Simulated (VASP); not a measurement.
ZnS:

```xyz
2
Lattice="0.0000 2.7020 2.7020 2.7020 0.0000 2.7020 2.7020 2.7020 0.0000" Properties=species:S:1:pos:R:3 pbc="T T T"
Zn    1.3510    1.3510    1.3510
S     0.0000    0.0000    0.0000
```

Base run:

| Item | Value |
| --- | --- |
| Program | VASP 6.6.1 |
| Functional | BLYP |
| Potentials or basis | VASP PAW PBE potentials, release 64 (Zn, S) |
| Cutoff | 520 eV |
| k mesh | 6 × 6 × 6 |
| Occupations | gaussian, width 0.01 eV |
| Spin | no spin polarisation |

Its results: band gap on the k mesh 2.12 eV, direct; pressure 5.5 GPa.

Task: The run is repeated on the same cell with these changes: functional from BLYP to RPBE; further incar settings from ALGO = Normal; EDIFF = 1e-06; NBANDS = 16 to ALGO = Normal; EDIFF = 1e-07; NBANDS = 16. What comes out?

Result: Band gap on the k mesh 2.28 eV, direct; pressure 4.3 GPa.

Caveats: the PAW data sets were made with another functional, which shifts forces and pressure a little.

